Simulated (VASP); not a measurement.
# C (Fd-3m) in VASP: settings compared

Aim: see how the results for C move with the level of theory and the settings. Levels: PBE, LDA, r2SCAN. Tasks: single point.

Everything below comes from runs of VASP 6.6.1. Logs are shortened: lines on timing, memory, paths and dates and some standing lists are left out, and cuts for length are marked.

### 1 The cell of the first run

The structure is cubic, space group Fd-3m (No. 227). The conventional cell has a = 3.560 Å, b = 3.560 Å, c = 3.560 Å, α = 90.00°, β = 90.00°, γ = 90.00°. Within 2.1 Å of C (site symmetry -43m) lie 4 C at 1.54 Å.

### 2 Single point, PBE

INCAR reads:

```
SYSTEM = C
ALGO = Normal
EDIFF = 1E-6
ENCUT = 520
GGA = PE
ISIF = 2
ISMEAR = 0
LASPH = .TRUE.
LCHARG = .FALSE.
LREAL = .FALSE.
LWAVE = .FALSE.
NBANDS = 11
NELM = 80
PREC = Accurate
SIGMA = 0.01
```

KPOINTS reads:

```
k-points
0
G
  6 6 6
  0 0 0
```

POSCAR reads:

```
C
1.0
    0.0000000000      1.7801241434      1.7801241434
    1.7801241434      0.0000000000      1.7801241434
    1.7801241434      1.7801241434      0.0000000000
C
2
Direct
    0.0000000000      0.0000000000      0.0000000000
    0.2500000000      0.2500000000      0.2500000000
```

Potentials or basis: VASP PAW PBE potentials, release 64 (C).

Run with:

```sh
> cat potpaw_PBE.64/C/POTCAR > POTCAR
> mpirun -np 1 vasp_std > vasp.out
```

OUTCAR:

```text
SYSTEM = C
   EDIFF = 1E-6
   ENCUT = 520
   GGA = PE
   ISIF = 2
   ISMEAR = 0
   LASPH = .TRUE.
   LREAL = .FALSE.
   NELM = 80
   PREC = Accurate

 ion  position               nearest neighbor table
   1  0.000  0.000  0.000-   2 1.54   2 1.54   2 1.54   2 1.54
   2  0.250  0.250  0.250-   1 1.54   1 1.54   1 1.54   1 1.54

  LATTYP: Found a face centered cubic cell.
 ALAT       =     3.5602482868

  Lattice vectors:

 A1 = (   0.0000000000,   1.7801241434,   1.7801241434)
 A2 = (   1.7801241434,   0.0000000000,   1.7801241434)
 A3 = (   1.7801241434,   1.7801241434,   0.0000000000)

Analysis of symmetry for initial positions (statically):
=====================================================================
 Subroutine PRICEL returns:
 Original cell was already a primitive cell.

 Routine SETGRP: Setting up the symmetry group for a
 face centered cubic supercell.

 Subroutine GETGRP returns: Found 48 space group operations
 (whereof 24 operations were pure point group operations)
 out of a pool of 48 trial point group operations.

The static configuration has the point symmetry T_d .
 The point group associated with its full space group is O_h .

Analysis of symmetry for dynamics (positions and initial velocities):
=====================================================================
 Subroutine PRICEL returns:
 Original cell was already a primitive cell.

 Routine SETGRP: Setting up the symmetry group for a
 face centered cubic supercell.

 Subroutine GETGRP returns: Found 48 space group operations
 (whereof 24 operations were pure point group operations)
 out of a pool of 48 trial point group operations.

The dynamic configuration has the point symmetry T_d .
 The point group associated with its full space group is O_h .

 Subroutine INISYM returns: Found 48 space group operations
 (whereof 24 operations are pure point group operations),
 and found     1 'primitive' translations

----------------------------------------------------------------------------------------

                                     Primitive cell

  volume of cell :      11.2819

  direct lattice vectors                    reciprocal lattice vectors
     0.000000000  1.780124143  1.780124143    -0.280879287  0.280879287  0.280879287
     1.780124143  0.000000000  1.780124143     0.280879287 -0.280879287  0.280879287
     1.780124143  1.780124143  0.000000000     0.280879287  0.280879287 -0.280879287

  length of vectors
     2.517475706  2.517475706  2.517475706     0.486497196  0.486497196  0.486497196

  position of ions in fractional coordinates (direct lattice)
     0.000000000  0.000000000  0.000000000
     0.250000000  0.250000000  0.250000000

  ion indices of the primitive-cell ions
   primitive index   ion index
                 1           1
                 2           2

----------------------------------------------------------------------------------------

 KPOINTS: k-points

Automatic generation of k-mesh.
 Grid dimensions read from file:
 generate k-points for:    6    6    6

 Generating k-lattice:

  Cartesian coordinates                     Fractional coordinates (reciprocal lattice)
    -0.046813214  0.046813214  0.046813214     0.166666667  0.000000000  0.000000000
     0.046813214 -0.046813214  0.046813214     0.000000000  0.166666667  0.000000000
     0.046813214  0.046813214 -0.046813214     0.000000000  0.000000000  0.166666667

  Length of vectors
     0.081082866  0.081082866  0.081082866

  Shift w.r.t. Gamma in fractional coordinates (k-lattice)
     0.000000000  0.000000000  0.000000000

 Subroutine IBZKPT returns following result:
 ===========================================

 Found     16 irreducible k-points:

 Following reciprocal coordinates:
            Coordinates               Weight
  0.000000  0.000000  0.000000      1.000000
  0.166667  0.000000  0.000000      8.000000
  0.333333  0.000000  0.000000      8.000000
  0.500000  0.000000  0.000000      4.000000
  0.166667  0.166667  0.000000      6.000000
  0.333333  0.166667  0.000000     24.000000
[... 8 lines left out ...]
 -0.333333  0.333333  0.166667     24.000000
 -0.333333  0.500000  0.166667     12.000000
   k-points           NKPTS =     16   k-points in BZ     NKDIM =     16   number of bands    NBANDS=     11
   number of dos      NEDOS =    301   number of ions     NIONS =      2
   total plane-waves  NPLWV =   8000
   dimension x,y,z NGX =    20 NGY =   20 NGZ =   20
   dimension x,y,z NGXF=    40 NGYF=   40 NGZF=   40
   ions per type =               2
   NGX,Y,Z   is equivalent  to a cutoff of  13.21, 13.21, 13.21 a.u.
   NGXF,Y,Z  is equivalent  to a cutoff of  26.41, 26.41, 26.41 a.u.
 SYSTEM =  C
   PREC   = accura    normal or accurate (medium, high low for compatibility)
   ISTART =      0    job   : 0-new  1-cont  2-samecut
   ICHARG =      2    charge: 1-file 2-atom 10-const
   ISPIN  =      1    spin polarized calculation?
   LNONCOLLINEAR =      F non collinear calculations
   LSORBIT =      F    spin-orbit coupling
   LASPH  =      T    aspherical Exc in radial PAW
   ENCUT  =  520.0 eV  38.22 Ry    6.18 a.u.   4.68  4.68  4.68*2*pi/ulx,y,z
   NELM   =     80;   NELMIN=  2; NELMDL= -5     # of ELM steps
   EDIFF  = 0.1E-05   stopping-criterion for ELM
   LREAL  =      F    real-space projection
   EDIFFG = 0.1E-04   stopping-criterion for IOM
   NSW    =      0    number of steps for IOM
   IBRION =     -1    ionic relax: 0-MD 1-quasi-New 2-CG
   NFREE  =      0    steps in history (QN), initial steepest desc. (CG)
   ISIF   =      2    stress and relaxation
   ISYM   =      2    0-nonsym 1-usesym 2-fastsym
   POTIM  = 0.5000    time-step for ionic-motion
   TEBEG  =    0.0;   TEEND  =   0.0 temperature during run
   PSTRESS=    0.0 pullay stress
   NELECT =       8.0000    total number of electrons
   NUPDOWN=      -1.0000    fix difference up-down
   EMIN   =  10.00;   EMAX   =-10.00  energy-range for DOS
   EFERMI =   0.00;   METHOD = LEGACY
   ISMEAR =     0;   SIGMA  =   0.01  broadening in eV -4-tet -1-fermi 0-gaus
   EFERMI_NEDOS =   21; number of points for ismear=-14 and -15
   IALGO  =     38    algorithm
   IMIX   =      4    mixing-type and parameters
     AMIX     =   0.40;   BMIX     =  1.00
     AMIX_MAG =   1.60;   BMIX_MAG =  1.00
  volume/ion in A,a.u.               =       5.64        38.07
  Fermi-wavevector in a.u.,A,eV,Ry     =   1.459860  2.758735 28.996616  2.131191
  Thomas-Fermi vector in A             =   2.576377
   LORBIT       =      0    0 simple, 1 ext, 2 COOP (PROOUT), +10 PAW based schemes
   GGA     = PE    functional components
   LHFCALC =     F    Hartree Fock is set to
   AEXX    =    0.0000 exact exchange contribution
   IVDW    =     0    specifies the selected vdW correction
   LEPSILON=     F    determine dielectric tensor
   LRPA    =     F    only Hartree local field effects (RPA)
 non-spin polarized calculation
 Gauss-broadening in eV      SIGMA  =   0.01
  energy-cutoff  :      520.00
  volume of cell :       11.28
 maximum number of plane-waves:       310
   NGX =  9   NGY =  9   NGZ =  9

 number of electron       7.9999999 magnetization

 Free energy of the ion-electron system (eV)
  ---------------------------------------------------
  ext. energy  EPLUGINS =         0.00000000
  ---------------------------------------------------
  free energy    TOTEN  =       -18.17431664 eV

  energy without entropy =      -18.17431664  energy(sigma->0) =      -18.17431664

 E-fermi :   9.9668     XC(G=0): -13.2769

 val. band max:        9.8128305478   @ k =   0.0000   0.0000   0.0000
 cond. band min:      13.9768854439   @ k =   0.3333   0.3333   0.0000
 fundamental gap:      4.1640548960
 Fermi energy:         9.9667997995

 k-point     1 :       0.0000    0.0000    0.0000
  band No.  band energies     occupation
      1     -11.7395      2.00000
      2       9.8128      2.00000
      3       9.8128      2.00000
      4       9.8128      2.00000
      5      15.4168      0.00000
      6      15.4168      0.00000
      7      15.4168      0.00000
      8      23.2703      0.00000
      9      29.1755      0.00000
     10      36.4047      0.00000
     11      36.4047      0.00000

 k-point     2 :       0.1667    0.0000    0.0000
  band No.  band energies     occupation
      1     -10.9695      2.00000
      2       6.0407      2.00000
      3       8.7836      2.00000
      4       8.7836      2.00000
      5      16.7666      0.00000
      6      16.7666      0.00000
      7      17.2416      0.00000
      8      23.8934      0.00000
      9      30.1674      0.00000
     10      32.6669      0.00000
     11      32.6669      0.00000

 k-point     3 :       0.3333    0.0000    0.0000
  band No.  band energies     occupation
      1      -8.7107      2.00000
      2       0.4053      2.00000
      3       7.4812      2.00000
      4       7.4812      2.00000
      5      18.1143      0.00000
      6      18.1143      0.00000
      7      18.4461      0.00000
      8      25.1342      0.00000
      9      30.8397      0.00000
     10      33.0915      0.00000
     11      33.0915      0.00000

 k-point     4 :       0.5000    0.0000    0.0000
  band No.  band energies     occupation
      1      -5.9317      2.00000
      2      -3.6213      2.00000
      3       6.9984      2.00000
      4       6.9984      2.00000
      5      18.2940      0.00000
      6      18.2940      0.00000
      7      18.7346      0.00000
      8      25.5604      0.00000
      9      31.7889      0.00000
     10      34.0925      0.00000
     11      35.8289      0.00000
[... 127 lines left out ...]
 k-point    14 :       0.5000    0.3333    0.1667
  band No.  band energies     occupation
      1      -6.7619      2.00000
      2       1.0970      2.00000
      3       2.4634      2.00000
      4       4.9822      2.00000
      5      17.5398      0.00000
      6      19.8281      0.00000
      7      21.3060      0.00000
      8      24.0454      0.00000
      9      30.5603      0.00000
     10      31.9388      0.00000
     11      37.0080      0.00000

 k-point    15 :      -0.3333    0.3333    0.1667
  band No.  band energies     occupation
      1      -4.1478      2.00000
      2      -1.9488      2.00000
      3       1.9573      2.00000
      4       3.8526      2.00000
      5      18.6235      0.00000
      6      19.8968      0.00000
      7      23.6348      0.00000
      8      23.8786      0.00000
      9      28.0159      0.00000
     10      33.3017      0.00000
     11      37.2028      0.00000

 k-point    16 :      -0.3333    0.5000    0.1667
  band No.  band energies     occupation
      1      -2.4408      2.00000
      2      -2.4408      2.00000
      3       1.9592      2.00000
      4       1.9592      2.00000
      5      18.0581      0.00000
      6      18.0581      0.00000
      7      24.3946      0.00000
      8      24.3946      0.00000
      9      31.5923      0.00000
     10      31.5923      0.00000
     11      40.5788      0.00000

------------------------ aborting loop because EDIFF is reached ----------------------------------------

  FORCE on cell =-STRESS in cart. coord.  units (eV):
  Direction    XX          YY          ZZ          XY          YZ          ZX
  --------------------------------------------------------------------------------------
  -------------------------------------------------------------------------------------
  Total        0.3506191      0.3506191      0.3506191     -0.0000000      0.0000000     -0.0000000
  in kB       49.7926572     49.7926572     49.7926572     -0.0000000      0.0000000     -0.0000000
  external PRESSURE =      49.7926572 kB  Pullay stress =       0.0000000 kB

 VOLUME and BASIS-vectors are now :
 -----------------------------------------------------------------------------
  energy-cutoff  :      520.00
  volume of cell :       11.28
      direct lattice vectors                 reciprocal lattice vectors
     0.000000000  1.780124143  1.780124143    -0.280879287  0.280879287  0.280879287
     1.780124143  0.000000000  1.780124143     0.280879287 -0.280879287  0.280879287
     1.780124143  1.780124143  0.000000000     0.280879287  0.280879287 -0.280879287

 POSITION                                       TOTAL-FORCE (eV/Angst)
 -----------------------------------------------------------------------------------
      0.00000      0.00000      0.00000        -0.000000     -0.000000     -0.000000
      0.89006      0.89006      0.89006         0.000000      0.000000      0.000000
 -----------------------------------------------------------------------------------
    total drift:                                0.000000      0.000000      0.000000

  FREE ENERGIE OF THE ION-ELECTRON SYSTEM (eV)
  ---------------------------------------------------
  free  energy   TOTEN  =       -18.1743166354 eV

  energy  without entropy=      -18.1743166354  energy(sigma->0) =      -18.17431664
```

Wall time 2.7 s (1 thread of AMD EPYC 7R43 (Zen 3), shared host); peak memory 0.08 GiB.

Results:

* Free energy: -18.1743 eV
* Pressure: 5.0 GPa
* Band gap on the k mesh: 4.16 eV, indirect (least direct gap 5.60 eV)

Caveat: the k points lie up to 0.51 Å⁻¹ apart. As with any semilocal functional, this PBE gap is likely too small.

### 3 Single point, PBE

INCAR reads:

```
  PREC = Accurate
  ENCUT = 520
  EDIFF = 1E-6
  ISMEAR = 0
  SIGMA = 0.01
  LREAL = False
  LASPH = True
  NELM = 60
  ALGO = Normal
  ISIF = 2
  LWAVE = False
  LCHARG = False
  GGA = PE
  NBANDS = 11
```

KPOINTS reads:

```
regular mesh
0
Gamma
  6 6 6
```

POSCAR is that of step 2.

Potentials or basis: VASP PAW PBE potentials, release 64 (C).

Run with:

```sh
> cat potpaw_PBE.64/C/POTCAR > POTCAR
> mpirun -np 1 vasp_std > vasp.out
```

It took 2.5 s on 1 thread of AMD EPYC 7R43 (Zen 3), shared host; peak memory 0.07 GiB.

The run converged. Its results:

```
Free energy            : -18.1743 eV
Pressure               : 5.0 GPa
Band gap on the k mesh : 4.16 eV, indirect (least direct gap 5.60 eV)
```

Levels at points of the mesh, in eV from the valence-band top:
```tsv
k point	band 1	band 2	band 3	band 4	band 5	band 6	band 7	band 8
(0.00, 0.00, 0.00)	-21.55	0.00	0.00	0.00	5.60	5.60	5.60	13.46
(0.50, 0.00, 0.00)	-15.74	-13.43	-2.81	-2.81	8.48	8.48	8.92	15.75
(0.50, 0.50, 0.00)	-12.80	-12.80	-6.33	-6.33	4.77	4.77	16.89	16.89
```

Caveat: the k points lie up to 0.51 Å⁻¹ apart. Expect the measured gap to be larger: semilocal functionals such as PBE lack the derivative discontinuity.

### 4 Single point, LDA

INCAR reads:

```
  ALGO = Normal
  EDIFF = 1E-6
  ENCUT = 520
  GGA = CA
  ISIF = 2
  ISMEAR = 0
  LASPH = T
  LCHARG = T
  LELF = T
  LREAL = F
  LVHAR = T
  LWAVE = F
  NBANDS = 11
  NELM = 60
  PREC = Accurate
  SIGMA = 0.01
```

KPOINTS reads:

```
k-points
0
Gamma
  6 6 6
```

POSCAR is that of step 3.

Potentials or basis: VASP PAW LDA potentials, release 64 (C).

Run with:

```sh
> cat potpaw_LDA.64/C/POTCAR > POTCAR
> mpirun -np 1 vasp_std > vasp.out
```

Wall time 2.4 s (1 thread of AMD EPYC 7R43 (Zen 3), shared host); peak memory 0.07 GiB.

Results (log left out):

```yaml
Free_energy: -20.2299 eV
Pressure: -9.2 GPa
Band_gap_on_the_k_mesh: 4.13 eV, indirect (least direct gap 5.56 eV)
```

Levels at points of the mesh, in eV from the valence-band top:
```csv
k point,band 1,band 2,band 3,band 4,band 5,band 6,band 7,band 8,band 9
"(0.00, 0.00, 0.00)",-21.39,0.00,0.00,0.00,5.56,5.56,5.56,13.68,19.07
"(0.50, 0.00, 0.00)",-15.52,-13.42,-2.80,-2.80,8.40,8.40,9.09,15.45,21.60
"(0.50, 0.50, 0.00)",-12.65,-12.65,-6.32,-6.32,4.72,4.72,16.71,16.71,23.03
```

Caveat: the k points lie up to 0.51 Å⁻¹ apart. As with any semilocal functional, this LDA gap is likely too small.

(Continued in part 2 of 2.)
